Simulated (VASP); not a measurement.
# TiAl (P4/mmm) in VASP: notebook

TiAl is run at these levels: PBEsol; tasks: single point.

Everything below comes from runs of VASP 6.6.1. Logs are shortened: lines on timing, memory, paths and dates and some standing lists are left out, and cuts for length are marked.

**1. The cell of the first run**

Symmetry: P4/mmm, No. 123, tetragonal system. The conventional cell has a = 3.084 Å, b = 3.084 Å, c = 3.306 Å, α = 90.00°, β = 90.00°, γ = 90.00°. Within 3.6 Å of Ti (site symmetry 4/mmm) lie 8 Al at 2.74 Å and 6 Ti at 3.08 to 3.31 Å. Al (site symmetry 4/mmm) has 8 Ti at 2.74 Å and 6 Al at 3.08 to 3.31 Å within 3.6 Å.

**2. Single point, PBEsol (15.72 Å³/atom)**

The input, INCAR:

```
PREC = Accurate ; ENCUT = 520
EDIFF = 1E-7 ; ISMEAR = 0
SIGMA = 0.15 ; LREAL = F
LASPH = T ; NELM = 60
ALGO = Fast ; ISIF = 2
LWAVE = F ; LCHARG = F
GGA = PS ; NBANDS = 14
```

The input, KPOINTS:

```
Automatic mesh
0
Gamma
  16 16 16
```

The input, POSCAR:

```
TiAl
1.0
    3.0837729971      0.0000000000      0.0000000000
    0.0000000000      3.0837729971      0.0000000000
    0.0000000000      0.0000000000      3.3058046528
Ti Al
1 1
Direct
    0.0000000000      0.0000000000      0.0000000000
    0.5000000000      0.5000000000      0.5000000000
```

Potentials or basis: VASP PAW PBE potentials, release 64 (Ti_sv, Al).

Started as:

```console
$ cat potpaw_PBE.64/Ti_sv/POTCAR potpaw_PBE.64/Al/POTCAR > POTCAR
$ mpirun -np 1 vasp_std > vasp.out
```

OUTCAR:

```text
PREC = Accurate
   ENCUT = 520
   EDIFF = 1E-7
   ISMEAR = 0
   LREAL = F
   LASPH = T
   NELM = 60
   ISIF = 2
   GGA = PS

 ion  position               nearest neighbor table
   1  0.000  0.000  0.000-   2 2.74   2 2.74   2 2.74   2 2.74   2 2.74   2 2.74   2 2.74   2 2.74

   2  0.500  0.500  0.500-   1 2.74   1 2.74   1 2.74   1 2.74   1 2.74   1 2.74   1 2.74   1 2.74

  LATTYP: Found a simple tetragonal cell.
 ALAT       =     3.0837729971
 C/A-ratio  =     1.0720000000

  Lattice vectors:

 A1 = (   3.0837729971,   0.0000000000,   0.0000000000)
 A2 = (   0.0000000000,   3.0837729971,   0.0000000000)
 A3 = (   0.0000000000,   0.0000000000,   3.3058046528)

Analysis of symmetry for initial positions (statically):
=====================================================================
 Subroutine PRICEL returns:
 Original cell was already a primitive cell.

 Routine SETGRP: Setting up the symmetry group for a
 simple tetragonal supercell.

 Subroutine GETGRP returns: Found 16 space group operations
 (whereof 16 operations were pure point group operations)
 out of a pool of 16 trial point group operations.

The static configuration has the point symmetry D_4h.

Analysis of symmetry for dynamics (positions and initial velocities):
=====================================================================
 Subroutine PRICEL returns:
 Original cell was already a primitive cell.

 Routine SETGRP: Setting up the symmetry group for a
 simple tetragonal supercell.

 Subroutine GETGRP returns: Found 16 space group operations
 (whereof 16 operations were pure point group operations)
 out of a pool of 16 trial point group operations.

The dynamic configuration has the point symmetry D_4h.

 Subroutine INISYM returns: Found 16 space group operations
 (whereof 16 operations are pure point group operations),
 and found     1 'primitive' translations

----------------------------------------------------------------------------------------

                                     Primitive cell

  volume of cell :      31.4371

  direct lattice vectors                    reciprocal lattice vectors
     3.083772997  0.000000000  0.000000000     0.324278084  0.000000000  0.000000000
     0.000000000  3.083772997  0.000000000     0.000000000  0.324278084  0.000000000
     0.000000000  0.000000000  3.305804653     0.000000000  0.000000000  0.302498213

  length of vectors
     3.083772997  3.083772997  3.305804653     0.324278084  0.324278084  0.302498213

  position of ions in fractional coordinates (direct lattice)
     0.000000000  0.000000000  0.000000000
     0.500000000  0.500000000  0.500000000

  ion indices of the primitive-cell ions
   primitive index   ion index
                 1           1
                 2           2

----------------------------------------------------------------------------------------

 KPOINTS: Automatic mesh

Automatic generation of k-mesh.
 Grid dimensions read from file:
 generate k-points for:   16   16   16

 Generating k-lattice:

  Cartesian coordinates                     Fractional coordinates (reciprocal lattice)
     0.020267380  0.000000000  0.000000000     0.062500000  0.000000000  0.000000000
     0.000000000  0.020267380  0.000000000     0.000000000  0.062500000  0.000000000
     0.000000000  0.000000000  0.018906138     0.000000000  0.000000000  0.062500000

  Length of vectors
     0.020267380  0.020267380  0.018906138

  Shift w.r.t. Gamma in fractional coordinates (k-lattice)
     0.000000000  0.000000000  0.000000000

 Subroutine IBZKPT returns following result:
 ===========================================

 Found    405 irreducible k-points:

 Following reciprocal coordinates:
            Coordinates               Weight
  0.000000  0.000000  0.000000      1.000000
  0.062500  0.000000  0.000000      4.000000
  0.125000  0.000000  0.000000      4.000000
  0.187500  0.000000  0.000000      4.000000
  0.250000  0.000000  0.000000      4.000000
  0.312500  0.000000  0.000000      4.000000
[... 16 lines left out ...]
  0.437500  0.125000  0.000000      8.000000
  0.500000  0.125000  0.000000      4.000000
 [... further k-points ...]
   k-points           NKPTS =    405   k-points in BZ     NKDIM =    405   number of bands    NBANDS=     14
   number of dos      NEDOS =    301   number of ions     NIONS =      2
   total plane-waves  NPLWV =  16128
   dimension x,y,z NGX =    24 NGY =   24 NGZ =   28
   dimension x,y,z NGXF=    48 NGYF=   48 NGZF=   56
   ions per type =               1   1
   NGX,Y,Z   is equivalent  to a cutoff of  12.94, 12.94, 14.08 a.u.
   NGXF,Y,Z  is equivalent  to a cutoff of  25.88, 25.88, 28.16 a.u.
 SYSTEM =  unknown system
   PREC   = accura    normal or accurate (medium, high low for compatibility)
   ISTART =      0    job   : 0-new  1-cont  2-samecut
   ICHARG =      2    charge: 1-file 2-atom 10-const
   ISPIN  =      1    spin polarized calculation?
   LNONCOLLINEAR =      F non collinear calculations
   LSORBIT =      F    spin-orbit coupling
   LASPH  =      T    aspherical Exc in radial PAW
   ENCUT  =  520.0 eV  38.22 Ry    6.18 a.u.   5.73  5.73  6.15*2*pi/ulx,y,z
   NELM   =     60;   NELMIN=  2; NELMDL= -5     # of ELM steps
   EDIFF  = 0.1E-06   stopping-criterion for ELM
   LREAL  =      F    real-space projection
   EDIFFG = 0.1E-05   stopping-criterion for IOM
   NSW    =      0    number of steps for IOM
   IBRION =     -1    ionic relax: 0-MD 1-quasi-New 2-CG
   NFREE  =      0    steps in history (QN), initial steepest desc. (CG)
   ISIF   =      2    stress and relaxation
   ISYM   =      2    0-nonsym 1-usesym 2-fastsym
   POTIM  = 0.5000    time-step for ionic-motion
   TEBEG  =    0.0;   TEEND  =   0.0 temperature during run
   PSTRESS=    0.0 pullay stress
   NELECT =      15.0000    total number of electrons
   NUPDOWN=      -1.0000    fix difference up-down
   EMIN   =  10.00;   EMAX   =-10.00  energy-range for DOS
   EFERMI =   0.00;   METHOD = LEGACY
   ISMEAR =     0;   SIGMA  =   0.15  broadening in eV -4-tet -1-fermi 0-gaus
   EFERMI_NEDOS =   21; number of points for ismear=-14 and -15
   IALGO  =     68    algorithm
   IMIX   =      4    mixing-type and parameters
     AMIX     =   0.40;   BMIX     =  1.00
     AMIX_MAG =   1.60;   BMIX_MAG =  1.00
  volume/ion in A,a.u.               =      15.72       106.07
  Fermi-wavevector in a.u.,A,eV,Ry     =   1.279257  2.417446 22.265926  1.636499
  Thomas-Fermi vector in A             =   2.411753
   LORBIT       =      0    0 simple, 1 ext, 2 COOP (PROOUT), +10 PAW based schemes
   GGA     = PS    functional components
   LHFCALC =     F    Hartree Fock is set to
   AEXX    =    0.0000 exact exchange contribution
   IVDW    =     0    specifies the selected vdW correction
   LEPSILON=     F    determine dielectric tensor
   LRPA    =     F    only Hartree local field effects (RPA)
 non-spin polarized calculation
 RMM-DIIS sequential band-by-band and
 Gauss-broadening in eV      SIGMA  =   0.15
  energy-cutoff  :      520.00
  volume of cell :       31.44
 maximum number of plane-waves:       880
 NGX is ok and might be reduce to    24
   NGX = 11   NGY = 11   NGZ = 13

 number of electron      15.0000004 magnetization

 Free energy of the ion-electron system (eV)
  ---------------------------------------------------
  ext. energy  EPLUGINS =         0.00000000
  ---------------------------------------------------
  free energy    TOTEN  =       -13.00449288 eV

  energy without entropy =      -12.97569972  energy(sigma->0) =      -12.99009630

 E-fermi :   8.8635     XC(G=0): -11.2831

 val. band max:        8.8634442617   @ k =   0.3125   0.1250   0.3125
 cond. band min:       8.8642214989   @ k =   0.5000   0.2500   0.0000
 fundamental gap:      0.0007772372
 Fermi energy:         8.8635419161

 k-point     1 :       0.0000    0.0000    0.0000
  band No.  band energies     occupation
      1     -47.7064      2.00000
      2     -24.0655      2.00000
      3     -23.9717      2.00000
      4     -23.9717      2.00000
      5      -0.4511      2.00000
      6       7.3144      2.00000
      7       7.5070      2.00000
      8      10.6559      0.00000
      9      10.6559      0.00000
     10      10.9896      0.00000
     11      12.2132      0.00000
     12      14.0860      0.00000
     13      14.0860      0.00000
     14      17.8468      0.00000

 k-point     2 :       0.0625    0.0000    0.0000
  band No.  band energies     occupation
      1     -47.7056      2.00000
      2     -24.0646      2.00000
      3     -23.9806      2.00000
      4     -23.9709      2.00000
      5      -0.3845      2.00000
      6       7.3356      2.00000
      7       7.5020      2.00000
      8      10.4606      0.00000
      9      10.6652      0.00000
     10      10.8868      0.00000
     11      12.4510      0.00000
     12      13.7350      0.00000
     13      14.2312      0.00000
     14      17.7313      0.00000

 k-point     3 :       0.1250    0.0000    0.0000
  band No.  band energies     occupation
      1     -47.7032      2.00000
      2     -24.0622      2.00000
      3     -24.0060      2.00000
      4     -23.9687      2.00000
      5      -0.1864      2.00000
      6       7.3351      2.00000
      7       7.5179      2.00000
      8      10.0631      0.00000
      9      10.6299      0.00000
     10      10.6918      0.00000
     11      12.9781      0.00000
     12      13.0180      0.00000
     13      14.6176      0.00000
     14      17.4464      0.00000
[... 324 lines left out ...]
 k-point    23 :       0.4375    0.1250    0.0000
  band No.  band energies     occupation
      1     -47.6821      2.00000
      2     -24.1889      2.00000
      3     -24.0405      2.00000
      4     -23.9845      2.00000
      5       2.7029      2.00000
      6       4.5353      2.00000
      7       8.4094      1.99998
      8       8.6671      1.93603
      9       9.0600      0.06405
     10      10.5764      0.00000
     11      12.1884      0.00000
     12      15.5302      0.00000
     13      16.9590      0.00000
     14      17.0671      0.00000

 k-point    24 :       0.5000    0.1250    0.0000
  band No.  band energies     occupation
      1     -47.6813      2.00000
      2     -24.1975      2.00000
      3     -24.0396      2.00000
      4     -23.9836      2.00000
      5       3.2099      2.00000
      6       3.9808      2.00000
      7       8.5064      1.99924
      8       8.6206      1.97801
      9       8.9698      0.31629
     10      10.5899      0.00000
     11      12.2411      0.00000
     12      15.5184      0.00000
     13      17.4759      0.00000
     14      17.8806      0.00000

 [... further k-points ...]

------------------------ aborting loop because EDIFF is reached ----------------------------------------

  FORCE on cell =-STRESS in cart. coord.  units (eV):
  Direction    XX          YY          ZZ          XY          YZ          ZX
  --------------------------------------------------------------------------------------
  -------------------------------------------------------------------------------------
  Total       -0.3165249     -0.3165249      0.7387707      0.0000000     -0.0000000      0.0000000
  in kB      -16.1315645    -16.1315645     37.6511518      0.0000000     -0.0000000      0.0000000
  external PRESSURE =       1.7960076 kB  Pullay stress =       0.0000000 kB

 VOLUME and BASIS-vectors are now :
 -----------------------------------------------------------------------------
  energy-cutoff  :      520.00
  volume of cell :       31.44
      direct lattice vectors                 reciprocal lattice vectors
     3.083772997  0.000000000  0.000000000     0.324278084  0.000000000  0.000000000
     0.000000000  3.083772997  0.000000000     0.000000000  0.324278084  0.000000000
     0.000000000  0.000000000  3.305804653     0.000000000  0.000000000  0.302498213

 POSITION                                       TOTAL-FORCE (eV/Angst)
 -----------------------------------------------------------------------------------
      0.00000      0.00000      0.00000         0.000000      0.000000      0.000000
      1.54189      1.54189      1.65290         0.000000      0.000000      0.000000
 -----------------------------------------------------------------------------------
    total drift:                                0.000000      0.000000      0.000000

  FREE ENERGIE OF THE ION-ELECTRON SYSTEM (eV)
  ---------------------------------------------------
  free  energy   TOTEN  =       -13.0044928822 eV

  energy  without entropy=      -12.9756997214  energy(sigma->0) =      -12.99009630
```

It took 2.3 min on 1 thread of Intel Xeon 6975P-C (Granite Rapids), shared host; peak memory 0.3 GiB.

Results:

```yaml
Free_energy: -13.0045 eV
Pressure: 0.2 GPa
Band_gap_on_the_k_mesh: zero (an odd number of electrons rules out a gap without spin polarisation)
```

Levels at points of the mesh, in eV from the Fermi level:
```
           k point  band 4  band 5  band 6  band 7  band 8  band 9  band 10  band 11  band 12  band 13
(0.00, 0.00, 0.00)  -32.84   -9.31   -1.55   -1.36    1.79    1.79     2.13     3.35     5.22     5.22
(0.50, 0.00, 0.00)  -32.81   -5.77   -5.16   -0.48   -0.34    0.47     2.05     3.41     6.49     8.38
(0.50, 0.50, 0.00)  -32.88   -4.72   -1.81   -1.81   -1.35    0.40     0.40     3.10     5.09     5.33
(0.00, 0.00, 0.50)  -32.83   -6.43   -5.30   -0.63    0.44    0.44     2.27     2.60     6.69    10.00
(0.50, 0.00, 0.50)  -32.81   -5.15   -2.35   -1.95   -1.50    0.87     1.01     2.70     4.76     4.94
(0.50, 0.50, 0.50)  -32.99   -3.10   -3.10   -3.10    0.86    2.76     2.82     3.13     3.14     3.14
```

Caveat: the stress differs along the axes, from -2 to 4 GPa; the PAW data sets were made with another functional, which shifts forces and pressure a little.

**3. Single point, PBEsol (15.72 Å³/atom)**

The input, INCAR:

```
  PREC = Accurate
  ENCUT = 520
  EDIFF = 1E-7
  ISMEAR = 0
  SIGMA = 0.15
  LREAL = False
  LASPH = True
  NELM = 100
  ALGO = Fast
  ISIF = 2
  LWAVE = False
  LCHARG = False
  GGA = PS
  NBANDS = 14
```

The input, KPOINTS:

```
regular mesh
0
Gamma
  16 16 16
```

The input, POSCAR:

```
TiAl
1.0
    3.2301137554      0.0000000000      0.0000000000
    0.0000000000      3.2301137554      0.0000000000
    0.0000000000      0.0000000000      3.0130501110
Ti Al
1 1
Direct
    0.0000000000      0.0000000000      0.0000000000
    0.5000000000      0.5000000000      0.5000000000
```

Potentials or basis: VASP PAW PBE potentials, release 64 (Ti_sv, Al).

Started as:

```console
$ cat potpaw_PBE.64/Ti_sv/POTCAR potpaw_PBE.64/Al/POTCAR > POTCAR
$ mpirun -np 1 vasp_std > vasp.out
```

Wall time 92 s (1 thread of Intel Xeon 6975P-C (Granite Rapids), shared host); peak memory 0.28 GiB.

The run converged. Its results:

```yaml
Free_energy: -12.9903 eV
Pressure: 0.3 GPa
Band_gap_on_the_k_mesh: zero (an odd number of electrons rules out a gap without spin polarisation)
```

Stress tensor (GPa, compression positive):
```
 0.78  0.00  0.00
 0.00  0.78  0.00
 0.00  0.00 -0.71
```

Levels at points of the mesh, in eV from the Fermi level:
| k point | band 4 | band 5 | band 6 | band 7 | band 8 | band 9 | band 10 | band 11 | band 12 | band 13 |
| --- | --- | --- | --- | --- | --- | --- | --- | --- | --- | --- |
| (0.00, 0.00, 0.00) | -32.80 | -9.32 | -1.54 | -1.38 | 1.63 | 2.02 | 2.02 | 3.93 | 3.93 | 5.91 |
| (0.50, 0.00, 0.00) | -32.79 | -6.23 | -5.27 | -0.61 | -0.12 | 0.72 | 2.19 | 2.87 | 6.52 | 8.84 |
| (0.50, 0.50, 0.00) | -32.78 | -5.33 | -2.29 | -2.29 | -1.58 | 1.12 | 1.12 | 2.67 | 4.39 | 4.88 |
| (0.00, 0.00, 0.50) | -32.89 | -5.54 | -5.10 | -0.40 | -0.06 | -0.06 | 1.94 | 3.66 | 6.57 | 8.94 |
| (0.50, 0.00, 0.50) | -32.87 | -4.86 | -2.13 | -1.72 | -1.40 | 0.48 | 0.65 | 2.91 | 5.04 | 5.20 |
| (0.50, 0.50, 0.50) | -33.01 | -3.12 | -3.11 | -3.11 | 0.85 | 2.77 | 2.92 | 2.92 | 3.10 | 3.23 |

Caveat: the PAW data sets were made with another functional, which shifts forces and pressure a little.
